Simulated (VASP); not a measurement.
A run of VASP 6.6.1:

File INCAR:

```
SYSTEM = TePb
PREC     = Accurate       ! precision mode
ENCUT    = 520            ! plane-wave cutoff, eV
EDIFF    = 1E-6           ! SCF threshold, eV
ISMEAR   = -1             ! smearing method
SIGMA    = 0.1            ! smearing width, eV
LREAL    = .FALSE.        ! projectors in reciprocal space
LASPH    = .TRUE.         ! aspherical terms in the spheres
NELM     = 100            ! most SCF steps
ALGO     = Normal         ! electronic algorithm
ISIF     = 2              ! what is computed and relaxed
LWAVE    = .FALSE.        ! write WAVECAR
LCHARG   = .FALSE.        ! write CHGCAR
GGA      = PE             ! functional
NBANDS   = 28             ! bands
```

Contents of KPOINTS:

```
Automatic mesh
0
G
  9 9 5
  0 0 0
```

File POSCAR:

```
TePb
1.0
    3.1592764098      0.0000000000      0.0000000000
   -1.5796382049      2.7360136285      0.0000000000
    0.0000000000      0.0000000000     10.2886318412
Pb Te
2 2
Direct
    0.0000000000      0.0000000000      0.0000000000
    0.0000000000      0.0000000000      0.5000000000
    0.3333333333      0.6666666667      0.2500000000
    0.6666666667      0.3333333333      0.7500000000
```

Potentials or basis: VASP PAW PBE potentials, release 64 (Pb_d, Te).

The run is started by

```console
$ cat potpaw_PBE.64/Pb_d/POTCAR potpaw_PBE.64/Te/POTCAR > POTCAR
$ mpirun -np 1 vasp_std > vasp.out
```

Hardware: 1 thread of Intel Xeon 8259CL, with other jobs on the host.

Task: Estimate the wall time of this run.

Result: Wall time 97 s on 1 thread of Intel Xeon 8259CL, with other jobs on the host, peak memory 0.25 GiB. Counts: scf iterations 12, k points 36.
